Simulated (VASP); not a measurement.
Wanted: the native input for a VASP 6.6.1 run.

- Task: single point
- Functional: RPBE
- Potentials or basis: VASP PAW PBE potentials, release 64 (Sr_sv)
- Cutoff: 520 eV
- k mesh: 7 × 7 × 10
- Occupations: fermi-dirac, width 0.1 eV
- Spin: no spin polarisation
- Dipole correction: no
- Further INCAR settings: ALGO = Normal; EDIFF = 1e-06; NBANDS = 22

The structure of Sr lies in POSCAR:

```
Sr
1.0
    7.0773854649      0.0000000000      0.0000000000
   -3.5386927324      6.1291956049      0.0000000000
    0.0000000000      0.0000000000      4.2426160450
Sr
3
Direct
    0.0000000000      0.0000000000      0.0000000000
    0.3333333333      0.6666666667      0.5000000000
    0.6666666667      0.3333333333      0.5000000000
```

This isn't the form of Sr at room conditions, which is fcc.

One way to write it, as run:

INCAR

```
ALGO = Normal
EDIFF = 1E-6
ENCUT = 520
GGA = RP
ISIF = 2
ISMEAR = -1
LASPH = T
LCHARG = F
LREAL = F
LWAVE = F
NBANDS = 22
NELM = 80
PREC = Accurate
SIGMA = 0.1
```

KPOINTS

```
k-points
0
Gamma
  7 7 10
```

Potentials or basis: VASP PAW PBE potentials, release 64 (Sr_sv).

The run is started by

```console
$ cat potpaw_PBE.64/Sr_sv/POTCAR > POTCAR
$ mpirun -np 1 vasp_std > vasp.out
```

It gave:

| Quantity | Value |
| --- | --- |
| Pressure | -0.4 GPa |
| Band gap on the k mesh | zero (bands 15 and 16 overlap by 0.26 eV) |

Caveat: the PAW data sets were made with another functional, which shifts forces and pressure a little.

Wall time 2.1 min on 1 thread of Intel(R) Xeon(R) Platinum 8375C CPU @ 2.90GHz (Ice Lake), on a shared host, peak memory 0.37 GiB.
